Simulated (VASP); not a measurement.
Wanted: the native input for a VASP 6.6.1 run.

```yaml
Task: single point
Functional: PBE
Potentials_or_basis: VASP PAW PBE potentials, release 64 (Cs_sv, Be, Ag)
Cutoff: 520 eV
k_mesh: 4 × 4 × 4
Occupations: gaussian, width 0.1 eV
Spin: no spin polarisation
Dipole_correction: no
Further_INCAR_settings: ALGO = Normal; EDIFF = 1e-07; NBANDS = 21
```

The structure of CsBe3Ag lies in POSCAR:

```
CsBe3Ag
1.0
    6.7568397607      0.0000000000      0.0000000000
    0.0000000000      4.4195006186      0.0000000000
    0.0000000000      0.0000000000      6.4704283584
Cs Be Ag
1 3 1
Direct
    0.5000000000      0.5000000000      0.5000000000
    0.0000000000      0.5000000000      0.3381718077
    0.0000000000      0.5000000000      0.6618281923
    0.0000000000      0.0000000000      0.0000000000
    0.0000000000      0.5000000000      0.0000000000
```

The cell was generated, and may not be a known phase.

The input as run:

INCAR

```
ALGO = Normal
EDIFF = 1E-7
ENCUT = 520
GGA = PE
ISIF = 2
ISMEAR = 0
LASPH = T
LCHARG = F
LREAL = F
LWAVE = F
NBANDS = 21
NELM = 100
PREC = Accurate
SIGMA = 0.1
```

KPOINTS

```
k-points
0
Gamma
  4 4 4
```

Potentials or basis: VASP PAW PBE potentials, release 64 (Cs_sv, Be, Ag).

Launch:

```bash
$ cat potpaw_PBE.64/Cs_sv/POTCAR potpaw_PBE.64/Be/POTCAR potpaw_PBE.64/Ag/POTCAR > POTCAR
$ mpirun -np 1 vasp_std > vasp.out
```

It gave:

* Pressure: 0.0 GPa
* Band gap on the k mesh: zero (bands 13 and 14 overlap by 0.92 eV)

Caveat: spin-orbit coupling is left out, which moves the levels of the heavy elements.

Wall time 97 s on 1 thread of Oxide Virtual Turin-like Processor (shared host), peak memory 0.31 GiB.
